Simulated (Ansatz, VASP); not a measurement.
**ZnCu2: VASP beside Ansatz**

```
Cu Zn
1.0
     2.56651    0.00000    0.00000
     0.00000    2.56651    0.00000
     0.00000    0.00000   19.62960
Cu Zn
2 1
Cartesian
  0.0000 0.0000 8.0471
  0.0000 0.0000 11.5825
  1.2833 1.2833 9.8148
```

Alike in both runs: task single point; functional PBE; k mesh 14 × 14 × 1; occupations fermi-dirac, width 0.1 eV; no spin polarisation.

|  | VASP | Ansatz |
| --- | --- | --- |
| version | VASP 6.6.1 | Ansatz 0.2.0 |
| potentials or method | VASP PAW PBE potentials, release 64 (Cu, Zn), cutoff 520 eV | all-electron LAPW, scalar-relativistic |

Ansatz gave:

| Item | Value |
| --- | --- |
| rms of the force components (eV/Å) | 0.142 |

**Question.** What did VASP give for the same quantities?

**Answer.** rms of the force components (eV/Å): 0.160.

Ansatz ran all-electron here, and VASP with PAW potentials.
